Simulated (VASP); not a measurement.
Write the native input for VASP 6.6.1 that does the following.

```yaml
Task: single point
Functional: PBE
Potentials_or_basis: VASP PAW PBE potentials, release 64 (Si, Ru_pv)
Cutoff: 520 eV
k_mesh: 4 × 4 × 6
Occupations: gaussian, width 0.1 eV
Spin: no spin polarisation
Dipole_correction: no
Further_INCAR_settings: ALGO = Normal; EDIFF = 1e-06; NBANDS = 23
```

The structure of Si4Ru lies in POSCAR:

```
Si4Ru
1.0
    5.2939735571      0.0000000000      0.0000000000
    0.0000000000      5.2939735571      0.0000000000
    0.0000000000      0.0000000000      2.7875496376
Si Ru
4 1
Direct
    0.2260030491      0.7739969509      0.5000000000
    0.7739969509      0.7739969509      0.5000000000
    0.2260030491      0.2260030491      0.5000000000
    0.7739969509      0.2260030491      0.5000000000
    0.5000000000      0.5000000000      0.0000000000
```

One way to write it, as run:

INCAR

```
ALGO     = Normal         # electronic algorithm
EDIFF    = 1E-6           # SCF threshold, eV
ENCUT    = 520            # plane-wave cutoff, eV
GGA      = PE             # functional
ISIF     = 2              # what is computed and relaxed
ISMEAR   = 0              # smearing method
LASPH    = T              # aspherical terms in the spheres
LCHARG   = F              # write CHGCAR
LREAL    = F              # projectors in reciprocal space
LWAVE    = F              # write WAVECAR
NBANDS   = 23             # bands
NELM     = 60             # most SCF steps
PREC     = Accurate       # precision mode
SIGMA    = 0.1            # smearing width, eV
```

KPOINTS

```
k-points
0
Gamma
  4 4 6
```

Potentials or basis: VASP PAW PBE potentials, release 64 (Si, Ru_pv).

Run with:

```bash
$ cat potpaw_PBE.64/Si/POTCAR potpaw_PBE.64/Ru_pv/POTCAR > POTCAR
$ mpirun -np 1 vasp_std > vasp.out
```

It gave:

```json
{
  "Pressure": "-0.2 GPa",
  "Largest force": "0.029 eV/Å",
  "Band gap on the k mesh": "zero (band 15 reaches 9.54 eV, above the bottom of band 16 at 8.46 eV)"
}
```

Caveat: the k points lie up to 0.38 Å⁻¹ apart.

Run time: 23 s on 1 thread of Intel(R) Xeon(R) 6975P-C (Granite Rapids) (shared host), peak memory 0.19 GiB.
